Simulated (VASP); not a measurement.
# Ti in VASP: single point with PBE

Aim: the single point of Ti with PBE.

Program: VASP 6.6.1. These are calculated values, not measurements. Logs are shortened: lines on timing, memory, paths and dates and some standing lists are left out, and cuts for length are marked.

## 1. The cell of the first run

The cell holds a slab with vacuum, 4 atoms: a = 2.936 Å, b = 2.936 Å, c = 33.816 Å, α = 90.00°, β = 90.00°, γ = 120.00°.

## 2. Single point, PBE

Contents of INCAR:

```
PREC = Accurate
ENCUT = 400
EDIFF = 1E-6
ISMEAR = 1
SIGMA = 0.1
LREAL = False
LASPH = True
NELM = 120
ALGO = Normal
ISIF = 2
LWAVE = False
LCHARG = True
LDIPOL = True
IDIPOL = 3
DIPOL = 0.5 0.5 0.277
GGA = PE
LELF = True
LVHAR = True
LVACPOTAV = True
NBANDS = 32
GGA_COMPAT = False
NELMDL = -8
```

Contents of KPOINTS:

```
regular mesh
0
Gamma
  15 15 1
```

Contents of POSCAR:

```
Ti
1.0
    2.9361876872      0.0000000000      0.0000000000
   -1.4680938436      2.5428131274      0.0000000000
    0.0000000000      0.0000000000     33.8158087646
Ti
4
Direct
    0.3333333333      0.6666666667      0.1774318054
    0.6666666667      0.3333333333      0.2410853581
    0.3333333333      0.6666666667      0.3128805087
    0.6666666667      0.3333333333      0.3779567031
```

Potentials or basis: VASP PAW PBE potentials, release 64 (Ti_sv).

Started as:

```sh
> cat potpaw_PBE.64/Ti_sv/POTCAR > POTCAR
> mpirun -np 1 vasp_std > vasp.out
```

OUTCAR:

```text
PREC = Accurate
   ENCUT = 400
   EDIFF = 1E-6
   ISMEAR = 1
   LREAL = False
   LASPH = True
   NELM = 120
   ISIF = 2
   GGA = PE
   NELMDL = -8

 ion  position               nearest neighbor table
   1  0.333  0.667  0.177-   2 2.74   2 2.74   2 2.74
   2  0.667  0.333  0.241-   1 2.74   1 2.74   1 2.74
   3  0.333  0.667  0.313-   4 2.78   4 2.78   4 2.78
   4  0.667  0.333  0.378-   3 2.78   3 2.78   3 2.78

  LATTYP: Found a hexagonal cell.
 ALAT       =     2.9361876872
 C/A-ratio  =    11.5169098052

  Lattice vectors:

 A1 = (   2.9361876872,   0.0000000000,   0.0000000000)
 A2 = (  -1.4680938436,   2.5428131274,   0.0000000000)
 A3 = (   0.0000000000,   0.0000000000,  33.8158087646)

Analysis of symmetry for initial positions (statically):
=====================================================================
 Subroutine PRICEL returns:
 Original cell was already a primitive cell.

 Routine SETGRP: Setting up the symmetry group for a
 hexagonal supercell.

 Subroutine GETGRP returns: Found  6 space group operations
 (whereof  6 operations were pure point group operations)
 out of a pool of 24 trial point group operations.

The static configuration has the point symmetry C_3v.

Analysis of symmetry for dynamics (positions and initial velocities):
=====================================================================
 Subroutine PRICEL returns:
 Original cell was already a primitive cell.

 Routine SETGRP: Setting up the symmetry group for a
 hexagonal supercell.

 Subroutine GETGRP returns: Found  6 space group operations
 (whereof  6 operations were pure point group operations)
 out of a pool of 24 trial point group operations.

The dynamic configuration has the point symmetry C_3v.

 Subroutine INISYM returns: Found  6 space group operations
 (whereof  6 operations are pure point group operations),
 and found     1 'primitive' translations

----------------------------------------------------------------------------------------

                                     Primitive cell

  volume of cell :     252.4748

  direct lattice vectors                    reciprocal lattice vectors
     2.936187687  0.000000000  0.000000000     0.340577683  0.196632617  0.000000000
    -1.468093844  2.542813127  0.000000000     0.000000000  0.393265234  0.000000000
     0.000000000  0.000000000 33.815808765     0.000000000  0.000000000  0.029571968

  length of vectors
     2.936187687  2.936187687 33.815808765     0.393265234  0.393265234  0.029571968

  position of ions in fractional coordinates (direct lattice)
     0.333333333  0.666666667  0.177431805
     0.666666667  0.333333333  0.241085358
     0.333333333  0.666666667  0.312880509
     0.666666667  0.333333333  0.377956703

  ion indices of the primitive-cell ions
   primitive index   ion index
                 1           1
                 2           2
                 3           3
                 4           4

----------------------------------------------------------------------------------------

 KPOINTS: regular mesh

Automatic generation of k-mesh.
 Grid dimensions read from file:
 generate k-points for:   15   15    1

 Generating k-lattice:

  Cartesian coordinates                     Fractional coordinates (reciprocal lattice)
     0.022705179  0.013108841  0.000000000     0.066666667  0.000000000  0.000000000
     0.000000000  0.026217682  0.000000000     0.000000000  0.066666667  0.000000000
     0.000000000  0.000000000  0.029571968     0.000000000  0.000000000  1.000000000

  Length of vectors
     0.026217682  0.026217682  0.029571968

  Shift w.r.t. Gamma in fractional coordinates (k-lattice)
     0.000000000  0.000000000  0.000000000

 Subroutine IBZKPT returns following result:
 ===========================================

 Found     27 irreducible k-points:

 Following reciprocal coordinates:
            Coordinates               Weight
  0.000000  0.000000  0.000000      1.000000
  0.066667 -0.000000  0.000000      6.000000
  0.133333  0.000000  0.000000      6.000000
  0.200000  0.000000  0.000000      6.000000
  0.266667  0.000000  0.000000      6.000000
  0.333333  0.000000  0.000000      6.000000
[... 16 lines left out ...]
  0.333333  0.200000  0.000000     12.000000
  0.400000  0.200000  0.000000      6.000000
 [... further k-points ...]
   k-points           NKPTS =     27   k-points in BZ     NKDIM =     27   number of bands    NBANDS=     32
   number of dos      NEDOS =    301   number of ions     NIONS =      4
   total plane-waves  NPLWV =  89600
   dimension x,y,z NGX =    20 NGY =   20 NGZ =  224
   dimension x,y,z NGXF=    40 NGYF=   40 NGZF=  448
   ions per type =               4
   NGX,Y,Z   is equivalent  to a cutoff of  11.32, 11.32, 11.01 a.u.
   NGXF,Y,Z  is equivalent  to a cutoff of  22.65, 22.65, 22.02 a.u.
 SYSTEM =  unknown system
   PREC   = accura    normal or accurate (medium, high low for compatibility)
   ISTART =      0    job   : 0-new  1-cont  2-samecut
   ICHARG =      2    charge: 1-file 2-atom 10-const
   ISPIN  =      1    spin polarized calculation?
   LNONCOLLINEAR =      F non collinear calculations
   LSORBIT =      F    spin-orbit coupling
   LASPH  =      T    aspherical Exc in radial PAW
   ENCUT  =  400.0 eV  29.40 Ry    5.42 a.u.   4.79  4.79 55.15*2*pi/ulx,y,z
   NELM   =    120;   NELMIN=  2; NELMDL= -8     # of ELM steps
   EDIFF  = 0.1E-05   stopping-criterion for ELM
   LREAL  =      F    real-space projection
   EDIFFG = 0.1E-04   stopping-criterion for IOM
   NSW    =      0    number of steps for IOM
   IBRION =     -1    ionic relax: 0-MD 1-quasi-New 2-CG
   NFREE  =      0    steps in history (QN), initial steepest desc. (CG)
   ISIF   =      2    stress and relaxation
   ISYM   =      2    0-nonsym 1-usesym 2-fastsym
   POTIM  = 0.5000    time-step for ionic-motion
   TEBEG  =    0.0;   TEEND  =   0.0 temperature during run
   PSTRESS=    0.0 pullay stress
   NELECT =      48.0000    total number of electrons
   NUPDOWN=      -1.0000    fix difference up-down
   EMIN   =  10.00;   EMAX   =-10.00  energy-range for DOS
   EFERMI =   0.00;   METHOD = LEGACY
   ISMEAR =     1;   SIGMA  =   0.10  broadening in eV -4-tet -1-fermi 0-gaus
   EFERMI_NEDOS =   21; number of points for ismear=-14 and -15
   IALGO  =     38    algorithm
   IMIX   =      4    mixing-type and parameters
     AMIX     =   0.40;   BMIX     =  1.00
     AMIX_MAG =   1.60;   BMIX_MAG =  1.00
  volume/ion in A,a.u.               =      63.12       425.95
  Fermi-wavevector in a.u.,A,eV,Ry     =   0.941346  1.778886 12.056559  0.886132
  Thomas-Fermi vector in A             =   2.068848
   LORBIT       =      0    0 simple, 1 ext, 2 COOP (PROOUT), +10 PAW based schemes
   GGA     = PE    functional components
   LHFCALC =     F    Hartree Fock is set to
   AEXX    =    0.0000 exact exchange contribution
   IVDW    =     0    specifies the selected vdW correction
   LEPSILON=     F    determine dielectric tensor
   LRPA    =     F    only Hartree local field effects (RPA)
 non-spin polarized calculation
 Methfessel and Paxton  Order N= 1 SIGMA  =   0.10
  energy-cutoff  :      400.00
  volume of cell :      252.47
 maximum number of plane-waves:      4623
 NGX is ok and might be reduce to    20
   NGX =  9   NGY =  9   NGZ =111

 dipolmoment           0.000000      0.000000     -0.002949 electrons x Angstroem

 number of electron      47.9999989 magnetization

 dipolmoment           0.000000      0.000000      0.001528 electrons x Angstroem

 Free energy of the ion-electron system (eV)
  ---------------------------------------------------
  ext. energy  EPLUGINS =         0.00000000
  ---------------------------------------------------
  free energy    TOTEN  =       -29.48216428 eV

  energy without entropy =      -29.48207183  energy(sigma->0) =      -29.48213346

 E-fermi :  -0.8464     XC(G=0):  -3.7829

 val. band max:       -0.8499262091   @ k =   0.1333   0.0000   0.0000
 cond. band min:      -0.8405864132   @ k =   0.3333   0.0667   0.0000
 fundamental gap:      0.0093397958
 Fermi energy:        -0.8463855548

 k-point     1 :       0.0000    0.0000    0.0000
  band No.  band energies     occupation
      1     -57.7720      2.00000
      2     -57.7456      2.00000
      3     -57.5751      2.00000
      4     -57.5181      2.00000
      5     -34.2908      2.00000
      6     -34.2106      2.00000
[... 24 lines left out ...]
     31       0.1869     -0.00000
     32       0.1869     -0.00000

 k-point     2 :       0.0667   -0.0000    0.0000
  band No.  band energies     occupation
      1     -57.7683      2.00000
      2     -57.7418      2.00000
      3     -57.5721      2.00000
      4     -57.5158      2.00000
      5     -34.2832      2.00000
      6     -34.2068      2.00000
[... 24 lines left out ...]
     31       0.1899     -0.00000
     32       0.2482     -0.00000

 k-point     3 :       0.1333    0.0000    0.0000
  band No.  band energies     occupation
      1     -57.7580      2.00000
      2     -57.7311      2.00000
      3     -57.5638      2.00000
      4     -57.5097      2.00000
      5     -34.2617      2.00000
      6     -34.1969      2.00000
[... 24 lines left out ...]
     31       0.2035     -0.00000
     32       0.3165     -0.00000

 k-point     4 :       0.2000    0.0000    0.0000
  band No.  band energies     occupation
      1     -57.7428      2.00000
      2     -57.7152      2.00000
      3     -57.5516      2.00000
      4     -57.5009      2.00000
      5     -34.2303      2.00000
      6     -34.1849      2.00000
[... 24 lines left out ...]
     31       0.5477     -0.00000
     32       0.5490     -0.00000

 k-point     5 :       0.2667    0.0000    0.0000
  band No.  band energies     occupation
      1     -57.7254      2.00000
      2     -57.6969      2.00000
      3     -57.5374      2.00000
      4     -57.4910      2.00000
      5     -34.1974      2.00000
      6     -34.1771      2.00000
[... 584 lines left out ...]
     31       1.0688     -0.00000
     32       1.1175     -0.00000

 k-point    22 :       0.2667    0.2000    0.0000
  band No.  band energies     occupation
      1     -57.6924      2.00000
      2     -57.6622      2.00000
      3     -57.5098      2.00000
      4     -57.4736      2.00000
      5     -34.1767      2.00000
      6     -34.1584      2.00000
[... 24 lines left out ...]
     31       1.1653      0.00000
     32       1.3894      0.00000

 k-point    23 :       0.3333    0.2000    0.0000
  band No.  band energies     occupation
      1     -57.6839      2.00000
      2     -57.6532      2.00000
      3     -57.5024      2.00000
      4     -57.4695      2.00000
      5     -34.1838      2.00000
      6     -34.1645      2.00000
[... 24 lines left out ...]
     31       1.2483      0.00000
     32       1.6636      0.00000

 k-point    24 :       0.4000    0.2000    0.0000
  band No.  band energies     occupation
      1     -57.6810      2.00000
      2     -57.6501      2.00000
      3     -57.4997      2.00000
      4     -57.4681      2.00000
      5     -34.1873      2.00000
      6     -34.1677      2.00000
[... 24 lines left out ...]
     31       1.2955      0.00000
     32       1.8383      0.00000

 [... further k-points ...]
[... 5 lines left out ...]
  --------------------------------------------------------------------------------------
  -------------------------------------------------------------------------------------
  Total       -0.9258167     -0.9258167     -0.8392116      0.0000000      0.0000000     -0.0000000
  in kB       -5.8751310     -5.8751310     -5.3255443      0.0000000      0.0000000     -0.0000000
  external PRESSURE =      -5.6919354 kB  Pullay stress =       0.0000000 kB

 VOLUME and BASIS-vectors are now :
 -----------------------------------------------------------------------------
  energy-cutoff  :      400.00
  volume of cell :      252.47
      direct lattice vectors                 reciprocal lattice vectors
     2.936187687  0.000000000  0.000000000     0.340577683  0.196632617  0.000000000
    -1.468093844  2.542813127  0.000000000     0.000000000  0.393265234  0.000000000
     0.000000000  0.000000000 33.815808765     0.000000000  0.000000000  0.029571968

 POSITION                                       TOTAL-FORCE (eV/Angst)
 -----------------------------------------------------------------------------------
     -0.00000      1.69521      6.00000        -0.000000      0.000000     -0.014543
      1.46809      0.84760      8.15250         0.000000     -0.000000     -0.002852
     -0.00000      1.69521     10.58031         0.000000      0.000000      0.244322
      1.46809      0.84760     12.78091        -0.000000      0.000000     -0.226928
 -----------------------------------------------------------------------------------
    total drift:                                0.000000      0.000000      0.001659

  FREE ENERGIE OF THE ION-ELECTRON SYSTEM (eV)
  ---------------------------------------------------
  free  energy   TOTEN  =       -29.4821642792 eV

  energy  without entropy=      -29.4820718251  energy(sigma->0) =      -29.48213346

 vacuum level on the upper side and lower side of the slab         3.635         3.598
```

Run time: 4.4 min. Hardware: 1 thread of Intel Xeon Platinum 8488C (Sapphire Rapids), shared host; peak memory 0.33 GiB.

Results:

* Free energy: -29.4822 eV
* Largest force: 0.244 eV/Å
* Band gap on the k mesh: zero (bands 24 and 25 overlap by 1.11 eV)

Forces in eV/Å, atoms in the order of the input:
```
Ti   0.000  0.000 -0.015
Ti   0.000  0.000 -0.003
Ti   0.000  0.000  0.244
Ti   0.000  0.000 -0.227
```

Levels at points of the mesh, in eV from the Fermi level:
```
           k point  band 22  band 23  band 24  band 25  band 26  band 27
(0.00, 0.00, 0.00)    -0.03     0.46     0.61     0.61     0.68     0.68
```
